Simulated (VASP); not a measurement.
**Rh: single point with PBEsol**

The system is Rh.

```
CELL_PARAMETERS angstrom
0.00000 1.90155 1.90155
1.86352 0.00000 1.90155
1.86352 1.90155 0.00000
ATOMIC_POSITIONS crystal
Rh 0.00000 0.00000 0.00000
```

This cell differs from its parent crystal: strain -0.0200 x Voigt [1, 0, 0, 0, 0, 0].

```json
{"Program": "VASP 6.6.1", "Task": "single point", "Functional": "PBEsol", "Potentials or basis": "VASP PAW PBE potentials, release 64 (Rh_pv)", "Cutoff": "520 eV", "k mesh": "22 × 22 × 22", "Occupations": "gaussian, width 0.15 eV", "Spin": "no spin polarisation"}
```

```yaml
Pressure: 0.6 GPa
```

Stress tensor (GPa, compression positive):
```
 4.11  0.00  0.00
 0.00 -1.09  0.00
 0.00  0.00 -1.09
```

Levels at points of the mesh, in eV from the Fermi level:
```
           k point  band 5  band 6  band 7  band 8  band 9  band 10
(0.00, 0.00, 0.00)   -3.26   -3.26   -3.04   -1.15   -0.88    15.93
(0.50, 0.00, 0.00)   -3.38   -3.15    0.55    0.63    0.66     8.80
(0.50, 0.50, 0.00)   -6.15    0.59    0.93    1.12    3.06    12.30
(0.00, 0.50, 0.50)   -6.17    0.57    1.04    1.04    3.50    12.87
```

Wall time 68 s on 1 thread of Intel(R) Xeon(R) 6975P-C (Granite Rapids) (shared host), peak memory 0.25 GiB.

Caveat: the cell differs from its parent crystal (strain -0.0200 x Voigt [1, 0, 0, 0, 0, 0]); the PAW data sets were made with another functional, which shifts forces and pressure a little.
